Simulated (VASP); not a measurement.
# InAs (F-43m) in VASP: further runs

InAs is run at these levels: PBE, r2SCAN; tasks: single point.

Everything below comes from runs of VASP 6.6.1. Logs are shortened: lines on timing, memory, paths and dates and some standing lists are left out, and cuts for length are marked.

## (1) The cell of the first run

The structure is cubic, space group F-43m (No. 216). The conventional cell has a = 6.109 Å, b = 6.109 Å, c = 6.109 Å, α = 90.00°, β = 90.00°, γ = 90.00°. In (site symmetry -43m) has 4 As at 2.65 Å within 3.5 Å. Within 3.5 Å of As (site symmetry -43m) lie 4 In at 2.65 Å.

## (2) Single point, PBE

INCAR reads:

```
PREC     = Accurate       # precision mode
ENCUT    = 520            # plane-wave cutoff, eV
EDIFF    = 1E-7           # SCF threshold, eV
ISMEAR   = -1             # smearing method
SIGMA    = 0.02           # smearing width, eV
LREAL    = False          # projectors in reciprocal space
LASPH    = True           # aspherical terms in the spheres
NELM     = 100            # most SCF steps
ALGO     = Normal         # electronic algorithm
ISIF     = 2              # what is computed and relaxed
LWAVE    = False          # write WAVECAR
LCHARG   = False          # write CHGCAR
GGA      = PE             # functional
NBANDS   = 16             # bands
```

KPOINTS reads:

```
regular mesh
0
Gamma
  6 6 6
```

POSCAR reads:

```
InAs
1.0
    0.0000000000      3.0545904669      3.0545904669
    3.0545904669      0.0000000000      3.0545904669
    3.0545904669      3.0545904669      0.0000000000
In As
1 1
Direct
    0.0000000000      0.0000000000      0.0000000000
    0.2500000000      0.2500000000      0.2500000000
```

Potentials or basis: VASP PAW PBE potentials, release 64 (In_d, As).

The run is started by

```
> cat potpaw_PBE.64/In_d/POTCAR potpaw_PBE.64/As/POTCAR > POTCAR
> mpirun -np 1 vasp_std > vasp.out
```

OUTCAR:

```text
PREC = Accurate
   ENCUT = 520
   EDIFF = 1E-7
   ISMEAR = -1
   LREAL = False
   LASPH = True
   NELM = 100
   ISIF = 2
   GGA = PE

 ion  position               nearest neighbor table
   1  0.000  0.000  0.000-   2 2.65   2 2.65   2 2.65   2 2.65
   2  0.250  0.250  0.250-   1 2.65   1 2.65   1 2.65   1 2.65

  LATTYP: Found a face centered cubic cell.
 ALAT       =     6.1091809338

  Lattice vectors:

 A1 = (   0.0000000000,   3.0545904669,   3.0545904669)
 A2 = (   3.0545904669,   0.0000000000,   3.0545904669)
 A3 = (   3.0545904669,   3.0545904669,   0.0000000000)

Analysis of symmetry for initial positions (statically):
=====================================================================
 Subroutine PRICEL returns:
 Original cell was already a primitive cell.

 Routine SETGRP: Setting up the symmetry group for a
 face centered cubic supercell.

 Subroutine GETGRP returns: Found 24 space group operations
 (whereof 24 operations were pure point group operations)
 out of a pool of 48 trial point group operations.

The static configuration has the point symmetry T_d .

Analysis of symmetry for dynamics (positions and initial velocities):
=====================================================================
 Subroutine PRICEL returns:
 Original cell was already a primitive cell.

 Routine SETGRP: Setting up the symmetry group for a
 face centered cubic supercell.

 Subroutine GETGRP returns: Found 24 space group operations
 (whereof 24 operations were pure point group operations)
 out of a pool of 48 trial point group operations.

The dynamic configuration has the point symmetry T_d .

 Subroutine INISYM returns: Found 24 space group operations
 (whereof 24 operations are pure point group operations),
 and found     1 'primitive' translations

----------------------------------------------------------------------------------------

                                     Primitive cell

  volume of cell :      57.0019

  direct lattice vectors                    reciprocal lattice vectors
     0.000000000  3.054590467  3.054590467    -0.163688064  0.163688064  0.163688064
     3.054590467  0.000000000  3.054590467     0.163688064 -0.163688064  0.163688064
     3.054590467  3.054590467  0.000000000     0.163688064  0.163688064 -0.163688064

  length of vectors
     4.319843266  4.319843266  4.319843266     0.283516044  0.283516044  0.283516044
[... 63 lines left out ...]
   PREC   = accura    normal or accurate (medium, high low for compatibility)
   ISTART =      0    job   : 0-new  1-cont  2-samecut
   ICHARG =      2    charge: 1-file 2-atom 10-const
   ISPIN  =      1    spin polarized calculation?
   LNONCOLLINEAR =      F non collinear calculations
   LSORBIT =      F    spin-orbit coupling
   LASPH  =      T    aspherical Exc in radial PAW
   ENCUT  =  520.0 eV  38.22 Ry    6.18 a.u.   8.03  8.03  8.03*2*pi/ulx,y,z
   NELM   =    100;   NELMIN=  2; NELMDL= -5     # of ELM steps
   EDIFF  = 0.1E-06   stopping-criterion for ELM
   LREAL  =      F    real-space projection
   EDIFFG = 0.1E-05   stopping-criterion for IOM
   NSW    =      0    number of steps for IOM
   IBRION =     -1    ionic relax: 0-MD 1-quasi-New 2-CG
   NFREE  =      0    steps in history (QN), initial steepest desc. (CG)
   ISIF   =      2    stress and relaxation
   ISYM   =      2    0-nonsym 1-usesym 2-fastsym
   POTIM  = 0.5000    time-step for ionic-motion
   TEBEG  =    0.0;   TEEND  =   0.0 temperature during run
   PSTRESS=    0.0 pullay stress
   NELECT =      18.0000    total number of electrons
   NUPDOWN=      -1.0000    fix difference up-down
   EMIN   =  10.00;   EMAX   =-10.00  energy-range for DOS
   EFERMI =   0.00;   METHOD = LEGACY
   ISMEAR =    -1;   SIGMA  =   0.02  broadening in eV -4-tet -1-fermi 0-gaus
   EFERMI_NEDOS =   21; number of points for ismear=-14 and -15
   IALGO  =     38    algorithm
   IMIX   =      4    mixing-type and parameters
     AMIX     =   0.40;   BMIX     =  1.00
     AMIX_MAG =   1.60;   BMIX_MAG =  1.00
  volume/ion in A,a.u.               =      28.50       192.33
  Fermi-wavevector in a.u.,A,eV,Ry     =   1.114815  2.106694 16.909480  1.242812
  Thomas-Fermi vector in A             =   2.251413
   LORBIT       =      0    0 simple, 1 ext, 2 COOP (PROOUT), +10 PAW based schemes
   GGA     = PE    functional components
[... 5 lines left out ...]
 non-spin polarized calculation
  energy-cutoff  :      520.00
  volume of cell :       57.00
 maximum number of plane-waves:      1572
   NGX = 17   NGY = 17   NGZ = 17

 number of electron      17.9999996 magnetization

 Free energy of the ion-electron system (eV)
  ---------------------------------------------------
  ext. energy  EPLUGINS =         0.00000000
  ---------------------------------------------------
  free energy    TOTEN  =        -7.68730107 eV

  energy without entropy =       -7.68694744  energy(sigma->0) =       -7.68712425

 E-fermi :   4.2229     XC(G=0):  -8.9556

 val. band max:        4.2090716161   @ k =   0.0000   0.0000   0.0000
 cond. band min:       5.0967850096   @ k =   0.5000   0.0000   0.0000
 fundamental gap:      0.8877133935
 Fermi energy:         4.2229344911

 k-point     1 :       0.0000    0.0000    0.0000
  band No.  band energies     occupation
      1     -10.1299      2.00000
      2     -10.1299      2.00000
      3     -10.1299      2.00000
      4     -10.0167      2.00000
      5     -10.0167      2.00000
      6      -7.4580      2.00000
[... 281 lines left out ...]
      3     -10.0622      2.00000
      4     -10.0360      2.00000
      5     -10.0045      2.00000
      6      -5.5382      2.00000
[... 8 lines left out ...]
     15      15.6678      0.00000
     16      15.9139      0.00000

------------------------ aborting loop because EDIFF is reached ----------------------------------------

  FORCE on cell =-STRESS in cart. coord.  units (eV):
  Direction    XX          YY          ZZ          XY          YZ          ZX
  --------------------------------------------------------------------------------------
  -------------------------------------------------------------------------------------
  Total        0.7601310      0.7601310      0.7601310      0.0000000      0.0000000     -0.0000000
  in kB       21.3653530     21.3653530     21.3653530      0.0000000      0.0000000     -0.0000000
  external PRESSURE =      21.3653530 kB  Pullay stress =       0.0000000 kB

 VOLUME and BASIS-vectors are now :
 -----------------------------------------------------------------------------
  energy-cutoff  :      520.00
  volume of cell :       57.00
      direct lattice vectors                 reciprocal lattice vectors
     0.000000000  3.054590467  3.054590467    -0.163688064  0.163688064  0.163688064
     3.054590467  0.000000000  3.054590467     0.163688064 -0.163688064  0.163688064
     3.054590467  3.054590467  0.000000000     0.163688064  0.163688064 -0.163688064

 POSITION                                       TOTAL-FORCE (eV/Angst)
 -----------------------------------------------------------------------------------
      0.00000      0.00000      0.00000        -0.000000     -0.000000     -0.000000
      1.52730      1.52730      1.52730         0.000000      0.000000      0.000000
 -----------------------------------------------------------------------------------
    total drift:                               -0.000000     -0.000000     -0.000000

  FREE ENERGIE OF THE ION-ELECTRON SYSTEM (eV)
  ---------------------------------------------------
  free  energy   TOTEN  =        -7.6873010657 eV

  energy  without entropy=       -7.6869474387  energy(sigma->0) =       -7.68712425
```

OSZICAR:

```text
N       E                     dE             d eps       ncg     rms          rms(c)
DAV:   1     0.113144648137E+03    0.11314E+03   -0.79977E+03   512   0.116E+03
DAV:   2    -0.633173110416E+00   -0.11378E+03   -0.10944E+03   584   0.287E+02
DAV:   3    -0.776276627538E+01   -0.71296E+01   -0.71023E+01   616   0.718E+01
DAV:   4    -0.794943021147E+01   -0.18666E+00   -0.18649E+00   728   0.132E+01
DAV:   5    -0.795725614389E+01   -0.78259E-02   -0.78259E-02   672   0.213E+00    0.436E+00
DAV:   6    -0.770841092135E+01    0.24885E+00   -0.37490E-01   824   0.100E+01    0.239E+00
DAV:   7    -0.768515660993E+01    0.23254E-01   -0.11043E-01   688   0.286E+00    0.719E-01
DAV:   8    -0.768645697000E+01   -0.13004E-02   -0.12932E-02   672   0.126E+00    0.177E-01
DAV:   9    -0.768707428526E+01   -0.61732E-03   -0.93340E-04   624   0.258E-01    0.106E-01
DAV:  10    -0.768725020807E+01   -0.17592E-03   -0.19781E-04   640   0.194E-01    0.552E-02
DAV:  11    -0.768730046709E+01   -0.50259E-04   -0.10880E-04   552   0.113E-01    0.322E-02
DAV:  12    -0.768730067812E+01   -0.21104E-06   -0.50425E-06   640   0.267E-02    0.655E-03
DAV:  13    -0.768730105785E+01   -0.37973E-06   -0.19250E-06   600   0.740E-03    0.241E-03
DAV:  14    -0.768730106566E+01   -0.78048E-08   -0.10318E-07   640   0.292E-03
   1 F= -.76873011E+01 E0= -.76871243E+01  d E =-.353627E-03
```

stdout:

```text
POSCAR found type information on POSCAR InAs
 POSCAR found :  2 types and       2 ions
 scaLAPACK will be used
 LDA part: xc-table for (Slater+PW92), standard interpolation
 POSCAR, INCAR and KPOINTS ok, starting setup
 FFT: planning ... GRIDC
 FFT: planning ... GRID_SOFT
 FFT: planning ... GRID
 WAVECAR not read
 entering main loop
```

Run time: 8.8 s. Hardware: 1 thread of Intel Xeon Platinum 8559C (Emerald Rapids), shared host; peak memory 0.18 GiB.

Results:

```yaml
Free_energy: -7.6873 eV
Pressure: 2.1 GPa
Band_gap_on_the_k_mesh: zero (filled and empty bands touch)
```

Caveat: spin-orbit coupling is left out, which moves the levels of the heavy elements.

## (3) Single point, PBE

INCAR reads:

```
SYSTEM = InAs
PREC = Accurate
ENCUT = 520
EDIFF = 1E-6
ISMEAR = -1
SIGMA = 0.02
LREAL = .FALSE.
LASPH = .TRUE.
NELM = 80
ALGO = Normal
ISIF = 2
LWAVE = .FALSE.
LCHARG = .FALSE.
GGA = PE
NBANDS = 16
```

KPOINTS reads:

```
Automatic mesh
0
G
  6 6 6
  0 0 0
```

POSCAR is that of step 2.

Potentials or basis: VASP PAW PBE potentials, release 64 (In_d, As).

The run is started by

```
> cat potpaw_PBE.64/In_d/POTCAR potpaw_PBE.64/As/POTCAR > POTCAR
> mpirun -np 1 vasp_std > vasp.out
```

OUTCAR:

```text
SYSTEM = InAs
   PREC = Accurate
   ENCUT = 520
   EDIFF = 1E-6
   ISMEAR = -1
   LREAL = .FALSE.
   LASPH = .TRUE.
   NELM = 80
   ISIF = 2
   GGA = PE

 ion  position               nearest neighbor table
   1  0.000  0.000  0.000-   2 2.65   2 2.65   2 2.65   2 2.65
   2  0.250  0.250  0.250-   1 2.65   1 2.65   1 2.65   1 2.65

  LATTYP: Found a face centered cubic cell.
 ALAT       =     6.1091809338

  Lattice vectors:

 A1 = (   0.0000000000,   3.0545904669,   3.0545904669)
 A2 = (   3.0545904669,   0.0000000000,   3.0545904669)
 A3 = (   3.0545904669,   3.0545904669,   0.0000000000)

Analysis of symmetry for initial positions (statically):
=====================================================================
 Subroutine PRICEL returns:
 Original cell was already a primitive cell.

 Routine SETGRP: Setting up the symmetry group for a
 face centered cubic supercell.

 Subroutine GETGRP returns: Found 24 space group operations
 (whereof 24 operations were pure point group operations)
 out of a pool of 48 trial point group operations.

The static configuration has the point symmetry T_d .

Analysis of symmetry for dynamics (positions and initial velocities):
=====================================================================
 Subroutine PRICEL returns:
 Original cell was already a primitive cell.

 Routine SETGRP: Setting up the symmetry group for a
 face centered cubic supercell.

 Subroutine GETGRP returns: Found 24 space group operations
 (whereof 24 operations were pure point group operations)
 out of a pool of 48 trial point group operations.

The dynamic configuration has the point symmetry T_d .

 Subroutine INISYM returns: Found 24 space group operations
 (whereof 24 operations are pure point group operations),
 and found     1 'primitive' translations
[... 93 lines left out ...]
   ISYM   =      2    0-nonsym 1-usesym 2-fastsym
   POTIM  = 0.5000    time-step for ionic-motion
   TEBEG  =    0.0;   TEEND  =   0.0 temperature during run
   PSTRESS=    0.0 pullay stress
   NELECT =      18.0000    total number of electrons
   NUPDOWN=      -1.0000    fix difference up-down
   EMIN   =  10.00;   EMAX   =-10.00  energy-range for DOS
   EFERMI =   0.00;   METHOD = LEGACY
   ISMEAR =    -1;   SIGMA  =   0.02  broadening in eV -4-tet -1-fermi 0-gaus
   EFERMI_NEDOS =   21; number of points for ismear=-14 and -15
   IALGO  =     38    algorithm
   IMIX   =      4    mixing-type and parameters
     AMIX     =   0.40;   BMIX     =  1.00
     AMIX_MAG =   1.60;   BMIX_MAG =  1.00
  volume/ion in A,a.u.               =      28.50       192.33
  Fermi-wavevector in a.u.,A,eV,Ry     =   1.114815  2.106694 16.909480  1.242812
  Thomas-Fermi vector in A             =   2.251413
   LORBIT       =      0    0 simple, 1 ext, 2 COOP (PROOUT), +10 PAW based schemes
   GGA     = PE    functional components
[... 5 lines left out ...]
 non-spin polarized calculation
  energy-cutoff  :      520.00
  volume of cell :       57.00
 maximum number of plane-waves:      1572
   NGX = 17   NGY = 17   NGZ = 17

 number of electron      17.9999996 magnetization

 Free energy of the ion-electron system (eV)
  ---------------------------------------------------
  ext. energy  EPLUGINS =         0.00000000
  ---------------------------------------------------
  free energy    TOTEN  =        -7.68730068 eV

  energy without entropy =       -7.68694705  energy(sigma->0) =       -7.68712386

 E-fermi :   4.2226     XC(G=0):  -8.9561

 val. band max:        4.2086909966   @ k =   0.0000   0.0000   0.0000
 cond. band min:       5.0964842906   @ k =   0.5000   0.0000   0.0000
 fundamental gap:      0.8877932939
 Fermi energy:         4.2225538679

 k-point     1 :       0.0000    0.0000    0.0000
  band No.  band energies     occupation
      1     -10.1301      2.00000
      2     -10.1301      2.00000
      3     -10.1301      2.00000
      4     -10.0169      2.00000
      5     -10.0169      2.00000
      6      -7.4584      2.00000
[... 281 lines left out ...]
      3     -10.0623      2.00000
      4     -10.0362      2.00000
      5     -10.0046      2.00000
      6      -5.5387      2.00000
[... 8 lines left out ...]
     15      15.6674      0.00000
     16      15.9136      0.00000

------------------------ aborting loop because EDIFF is reached ----------------------------------------

  FORCE on cell =-STRESS in cart. coord.  units (eV):
  Direction    XX          YY          ZZ          XY          YZ          ZX
  --------------------------------------------------------------------------------------
  -------------------------------------------------------------------------------------
  Total        0.7575566      0.7575566      0.7575566      0.0000000     -0.0000000      0.0000000
  in kB       21.2929925     21.2929925     21.2929925      0.0000000     -0.0000000      0.0000000
  external PRESSURE =      21.2929925 kB  Pullay stress =       0.0000000 kB

 VOLUME and BASIS-vectors are now :
 -----------------------------------------------------------------------------
  energy-cutoff  :      520.00
  volume of cell :       57.00
      direct lattice vectors                 reciprocal lattice vectors
     0.000000000  3.054590467  3.054590467    -0.163688064  0.163688064  0.163688064
     3.054590467  0.000000000  3.054590467     0.163688064 -0.163688064  0.163688064
     3.054590467  3.054590467  0.000000000     0.163688064  0.163688064 -0.163688064

 POSITION                                       TOTAL-FORCE (eV/Angst)
 -----------------------------------------------------------------------------------
      0.00000      0.00000      0.00000         0.000000      0.000000      0.000000
      1.52730      1.52730      1.52730        -0.000000     -0.000000     -0.000000
 -----------------------------------------------------------------------------------
    total drift:                               -0.000000     -0.000000     -0.000000

  FREE ENERGIE OF THE ION-ELECTRON SYSTEM (eV)
  ---------------------------------------------------
  free  energy   TOTEN  =        -7.6873006778 eV

  energy  without entropy=       -7.6869470509  energy(sigma->0) =       -7.68712386
```

Run time: 7.4 s. Hardware: 1 thread of Intel Xeon Platinum 8559C (Emerald Rapids), shared host; peak memory 0.17 GiB.

What came out:

```
Free energy            : -7.6873 eV
Pressure               : 2.1 GPa
Band gap on the k mesh : zero (filled and empty bands touch)
```

Caveat: spin-orbit coupling is left out, which moves the levels of the heavy elements.

(Part 1 of 2 ends here.)
